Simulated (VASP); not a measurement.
# KH3 (I4/mcm) in VASP: notebook, part 3 of 3

VASP 6.6.1.

## Step 4: Relaxation of cell and atoms, PBE

This run uses another cell than the first one, of 44.07 Å³/atom, 1.637 times its volume.

File INCAR:

```
PREC = Accurate ; ENCUT = 600
EDIFF = 1E-7 ; ISMEAR = 0
SIGMA = 0.02 ; LREAL = F
LASPH = T ; NELM = 100
ALGO = Normal ; ISIF = 3
LWAVE = F ; LCHARG = F
GGA = PE ; IBRION = 2
NSW = 100 ; EDIFFG = -0.01
```

File KPOINTS:

```
regular mesh
0
Gamma
  4 4 4
```

File POSCAR:

```
KH3
1.0
   -4.2616333306      4.2616333306      4.8528542334
    4.2616333306     -4.2616333306      4.8528542334
    4.2616333306      4.2616333306     -4.8528542334
K H
2 6
Direct
    0.5000000000      0.5000000000      0.0000000000
    0.0000000000      0.0000000000      0.0000000000
    0.4688786953      0.9688786953      0.4377573906
    0.9688786953      0.5311213047      0.5000000000
    0.7500000000      0.7500000000      0.0000000000
    0.5311213047      0.0311213047      0.5622426094
    0.0311213047      0.4688786953      0.5000000000
    0.2500000000      0.2500000000      0.0000000000
```

Potentials or basis: VASP PAW PBE potentials, release 64 (K_sv, H).

The run is started by

```console
$ cat potpaw_PBE.64/K_sv/POTCAR potpaw_PBE.64/H/POTCAR > POTCAR
$ mpirun -np 1 vasp_std > vasp.out
```

OUTCAR:

```text
PREC = Accurate
   ENCUT = 600
   EDIFF = 1E-7
   ISMEAR = 0
   LREAL = F
   LASPH = T
   NELM = 100
   ISIF = 3
   GGA = PE
   IBRION = 2
   NSW = 100
   EDIFFG = -0.01

 ion  position               nearest neighbor table
   1  0.500  0.500  0.000-
   2  0.000  0.000  0.000-
   3  0.469  0.969  0.438-   6 0.75
   4  0.969  0.531  0.500-   7 0.75
   5  0.750  0.750  0.000-
   6  0.531  0.031  0.562-   3 0.75
   7  0.031  0.469  0.500-   4 0.75
   8  0.250  0.250  0.000-

  LATTYP: Found a body centered tetragonal cell.
 ALAT       =     8.5232666612
 C/A-ratio  =     1.1387310585

  Lattice vectors:

 A1 = (  -4.2616333306,   4.2616333306,   4.8528542334)
 A2 = (   4.2616333306,  -4.2616333306,   4.8528542334)
 A3 = (   4.2616333306,   4.2616333306,  -4.8528542334)

Analysis of symmetry for initial positions (statically):
=====================================================================
 Subroutine PRICEL returns:
 Original cell was already a primitive cell.

 Routine SETGRP: Setting up the symmetry group for a
 body centered tetragonal supercell.

 Subroutine GETGRP returns: Found 16 space group operations
 (whereof  8 operations were pure point group operations)
 out of a pool of 16 trial point group operations.

The static configuration has the point symmetry C_4h.
 The point group associated with its full space group is D_4h.

Analysis of symmetry for dynamics (positions and initial velocities):
=====================================================================
 Subroutine PRICEL returns:
 Original cell was already a primitive cell.

 Routine SETGRP: Setting up the symmetry group for a
 body centered tetragonal supercell.

 Subroutine GETGRP returns: Found 16 space group operations
 (whereof  8 operations were pure point group operations)
 out of a pool of 16 trial point group operations.

The dynamic configuration has the point symmetry C_4h.
 The point group associated with its full space group is D_4h.
[... 121 lines left out ...]
  Fermi-wavevector in a.u.,A,eV,Ry     =   0.668460  1.263206  6.079611  0.446839
  Thomas-Fermi vector in A             =   1.743378
   LORBIT       =      0    0 simple, 1 ext, 2 COOP (PROOUT), +10 PAW based schemes
   GGA     = PE    functional components
   LHFCALC =     F    Hartree Fock is set to
   AEXX    =    0.0000 exact exchange contribution
   IVDW    =     0    specifies the selected vdW correction
   LEPSILON=     F    determine dielectric tensor
   LRPA    =     F    only Hartree local field effects (RPA)
 conjugate gradient relaxation of ions
 non-spin polarized calculation
 Gauss-broadening in eV      SIGMA  =   0.02
  energy-cutoff  :      600.00
  volume of cell :      352.54
 maximum number of plane-waves:     11811
 NGX is ok and might be reduce to    64
   NGX = 31   NGY = 31   NGZ = 31

--------------------------------------- Ionic step        1  -------------------------------------------

 number of electron      24.0000003 magnetization

 Free energy of the ion-electron system (eV)
  ---------------------------------------------------
  ext. energy  EPLUGINS =         0.00000000
  ---------------------------------------------------
  free energy    TOTEN  =       -21.77196365 eV

  energy without entropy =      -21.77196365  energy(sigma->0) =      -21.77196365

------------------------ aborting loop because EDIFF is reached ----------------------------------------

  FORCE on cell =-STRESS in cart. coord.  units (eV):
  Direction    XX          YY          ZZ          XY          YZ          ZX
  --------------------------------------------------------------------------------------
  -------------------------------------------------------------------------------------
  Total        0.0594394      0.0594394     -0.0196406      0.0000000      0.0000000     -0.0000000
  in kB        0.2701319      0.2701319     -0.0892597      0.0000000      0.0000000     -0.0000000
  external PRESSURE =       0.1503347 kB  Pullay stress =       0.0000000 kB
[... 107 lines left out ...]
  FREE ENERGIE OF THE ION-ELECTRON SYSTEM (eV)
  ---------------------------------------------------
  free  energy   TOTEN  =       -21.7720086592 eV

  energy  without entropy=      -21.7720086592  energy(sigma->0) =      -21.77200866

[... ionic steps 4 to 16 ...]

--------------------------------------- Ionic step       17  -------------------------------------------

 number of electron      24.0000000 magnetization

------------------------ aborting loop because EDIFF is reached ----------------------------------------
[... 79 lines left out ...]
--------------------------------------- Ionic step       19  -------------------------------------------

 number of electron      24.0000000 magnetization

 Free energy of the ion-electron system (eV)
  ---------------------------------------------------
  ext. energy  EPLUGINS =         0.00000000
  ---------------------------------------------------
  free energy    TOTEN  =       -21.77466593 eV

  energy without entropy =      -21.77466593  energy(sigma->0) =      -21.77466593

 E-fermi :  -2.5755     XC(G=0):  -3.7509

 val. band max:       -2.6722710195   @ k =   0.0000   0.0000   0.0000
 cond. band min:      -0.0738309583   @ k =   0.5000   0.5000   0.5000
 fundamental gap:      2.5984400611
 Fermi energy:        -2.5755214773

 k-point     1 :       0.0000    0.0000    0.0000
  band No.  band energies     occupation
      1     -32.9751      2.00000
      2     -32.9738      2.00000
      3     -16.5734      2.00000
      4     -16.5734      2.00000
      5     -16.5719      2.00000
      6     -16.5719      2.00000
[... 284 lines left out ...]
  FREE ENERGIE OF THE ION-ELECTRON SYSTEM (eV)
  ---------------------------------------------------
  free  energy   TOTEN  =       -21.7746659280 eV

  energy  without entropy=      -21.7746659280  energy(sigma->0) =      -21.77466593

 reached required accuracy - stopping structural energy minimisation
```

Wall time 18 min (1 thread of Intel Xeon 6975P-C (Granite Rapids), shared host); peak memory 0.66 GiB.

Results:

```
Free energy                            : -21.7747 eV
Relaxed volume                         : 47.51 Å³/atom
Relaxed cell                           : a = 7.919 Å, b = 7.919 Å, c = 7.919 Å, α = 112.10°, β = 112.10°, γ = 104.34°
Space group after relaxing (to 0.05 Å) : I4/mcm (No. 140)
Energy gained by relaxing              : 0.3 meV/atom
Ionic steps                            : 19
Pressure after relaxing                : 0.0 GPa
Band gap on the k mesh                 : 2.60 eV, indirect (least direct gap 2.70 eV)
```

Step by step:
```
step  energy change (eV)  largest force (eV/Å)  pressure (GPa)  volume (Å³)
   1              0.0000                0.0127            0.02       352.54
   2              0.0000                0.0203            0.02       352.75
   3              0.0000                0.0262            0.02       352.79
   4             -0.0001                0.0260            0.02       352.87
   5             -0.0001                0.0253            0.03       353.13
   6             -0.0002                0.0239            0.03       353.64
   7             -0.0004                0.0212            0.03       354.67
   8             -0.0008                0.0162            0.03       356.73
   9             -0.0012                0.0072            0.04       360.85
  10             -0.0009                0.0064            0.06       369.15
  11             -0.0013                0.0046            0.05       363.55
  12             -0.0015                0.0111            0.04       365.11
  13             -0.0020                0.0577            0.02       369.81
  14             -0.0021                0.1473           -0.03       379.32
  15             -0.0022                0.1021           -0.01       374.54
  16             -0.0023                0.0886           -0.01       375.28
  17             -0.0026                0.0473            0.00       377.49
  18             -0.0026                0.0372            0.00       381.94
  19             -0.0027                0.0019            0.00       380.08
```

Final structure:
```xyz
8
Lattice="-4.4229 4.4229 4.8573 4.4229 -4.4229 4.8573 4.4229 4.4229 -4.8573" Properties=species:S:1:pos:R:3 pbc="T T T"
K     0.0000    0.0000    4.8573
K     0.0000    0.0000    0.0000
H     4.1578   -0.2651    4.8573
H     0.2651    4.1578    4.8573
H     0.0000    0.0000    7.2859
H     0.2651    4.6881    0.0000
H     4.1578    0.2651    0.0000
H     0.0000    0.0000    2.4286
```

Levels at points of the mesh, in eV from the valence-band top:
```
           k point  band 8  band 9  band 10  band 11  band 12  band 13  band 14  band 15  band 16  band 17
(0.00, 0.00, 0.00)  -13.58   -7.07    -7.03    -0.95     0.00     2.72     3.48     3.48     4.10     4.10
(0.50, 0.00, 0.00)  -13.60   -7.05    -7.05    -0.52    -0.52     2.80     2.80     3.33     3.33     4.08
(0.50, 0.50, 0.00)  -13.58   -7.06    -7.04    -0.90    -0.05     2.64     2.80     2.94     3.35     4.21
(0.50, 0.50, 0.50)  -13.58   -7.06    -7.04    -0.82    -0.12     2.60     2.60     2.96     3.88     4.44
```

A k mesh can miss the band edges. As with any semilocal functional, this PBE gap is likely too small.

## Step 5: Single point, PBE

This run uses another cell than the first one, of 44.07 Å³/atom, 1.637 times its volume.

File INCAR:

```
PREC     = Accurate       # precision mode
ENCUT    = 520            # plane-wave cutoff, eV
EDIFF    = 1E-7           # SCF threshold, eV
ISMEAR   = 0              # smearing method
SIGMA    = 0.1            # smearing width, eV
LREAL    = False          # projectors in reciprocal space
LASPH    = True           # aspherical terms in the spheres
NELM     = 100            # most SCF steps
ALGO     = Normal         # electronic algorithm
ISIF     = 2              # what is computed and relaxed
LWAVE    = False          # write WAVECAR
LCHARG   = True           # write CHGCAR
GGA      = PE             # functional
LELF     = True           # ELF
LVHAR    = True         
NBANDS   = 22             # bands
```

File KPOINTS:

```
Automatic mesh
0
Gamma
  8 8 8
```

POSCAR is that of step 4.

The run is started by

```console
$ cat potpaw_PBE.64/K_sv/POTCAR potpaw_PBE.64/H/POTCAR > POTCAR
$ mpirun -np 1 vasp_std > vasp.out
```

Run time: 5.4 min. Hardware: 1 thread of Intel Xeon 6975P-C (Granite Rapids), shared host; peak memory 0.73 GiB.

Results (log left out):

| Property | Result |
| --- | --- |
| Free energy | -21.7677 eV |
| Pressure | 0.0 GPa |
| Largest force | 0.006 eV/Å |
| Band gap on the k mesh | 2.59 eV, indirect (least direct gap 2.69 eV) |

Forces on the atoms (eV/Å):
```
K    0.000  0.000  0.000
K    0.000  0.000  0.000
H    0.004  0.004  0.000
H   -0.004  0.004  0.000
H    0.000  0.000  0.000
H   -0.004 -0.004  0.000
H    0.004 -0.004  0.000
H    0.000  0.000  0.000
```

Levels at points of the mesh, in eV from the valence-band top:
```tsv
k point	band 10	band 11	band 12	band 13	band 14	band 15
(0.00, 0.00, 0.00)	-7.10	-0.98	0.00	2.78	3.45	3.45
(0.50, 0.00, 0.00)	-7.11	-0.54	-0.54	2.79	2.79	3.34
(0.50, 0.50, 0.00)	-7.10	-0.92	-0.07	2.63	2.73	3.00
(0.50, 0.50, 0.50)	-7.11	-0.82	-0.15	2.59	2.59	2.96
```

A k mesh can miss the band edges. As with any semilocal functional, this PBE gap is likely too small.

## Step 6: Summary

```csv
task,cell,k mesh,cutoff (eV),smearing,gap on the mesh (eV),pressure (GPa),largest force (eV/Å)
single point,"a = 6.728 Å, angles 120.0, 120.0, 90.0°, 8 atoms",4 × 4 × 4,520,gaussian 0.1 eV,none,1.3,0.09
single point,"a = 7.738 Å, angles 113.2, 113.2, 102.3°, 8 atoms",4 × 4 × 4,520,gaussian 0.02 eV,2.59,0.0,0.01
relaxation of cell and atoms,"relaxed from a = 7.738 Å, angles 113.2, 113.2, 102.3°, 8 atoms",4 × 4 × 4,600,gaussian 0.02 eV,2.60,0.0,-
single point,"a = 7.738 Å, angles 113.2, 113.2, 102.3°, 8 atoms",8 × 8 × 8,520,gaussian 0.1 eV,2.59,0.0,0.01
```

Alike in all rows: level PBE; potentials or basis VASP PAW PBE potentials, release 64 (K_sv, H); no spin polarisation.

Absolute energies hang on the potentials; compare differences alone.
